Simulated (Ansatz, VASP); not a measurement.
**Au in VASP and in Ansatz**

```
CELL_PARAMETERS angstrom
2.74172 0.01295 0.02286
0.00036 2.77426 0.00286
-1.07355 -1.16620 4.73513
ATOMIC_POSITIONS crystal
Au 0.33010 0.34919 0.73643
Au 0.66990 0.65081 0.26357
```

Change from the starting cell: all atoms moved at random, cell strained at random.

Alike in both runs: task single point; functional PBEsol; k mesh 16 × 16 × 8; occupations gaussian, width 0.1 eV; no spin polarisation.

|  | VASP | Ansatz |
| --- | --- | --- |
| version | VASP 6.6.1 | Ansatz 0.2.0 |
| potentials or method | VASP PAW PBE potentials, release 64 (Au), cutoff 520 eV | scalar-relativistic, plane waves, PAW |
| valence electrons in the cell | 22 | 38 |

|  | VASP | Ansatz | Ansatz less VASP |
| --- | --- | --- | --- |
| gap on the k mesh at the Fermi level (eV) | none | none | - |
| pressure (GPa) | 2.9 | 3.2 | +0.26 |
| traceless stress, the component that is largest in VASP (GPa) | 7.99 | 8.05 | +0.052 |
| rms of the force components (eV/Å) | 0.780 | 0.782 | +0.0025 |

VASP's potentials were made for PBE, not for PBEsol. Atom by atom the forces differ by 0.003 eV/Å (rms over components). A gap of «none» marks a metal or a gap that the smearing closes. The functional is the same, so the differences come from potentials, cutoffs and numerics. VASP's potentials hold 22 valence electrons a cell and Ansatz's 38, so a difference there can come from the potentials and not from the codes.

Spin-orbit coupling is off throughout.
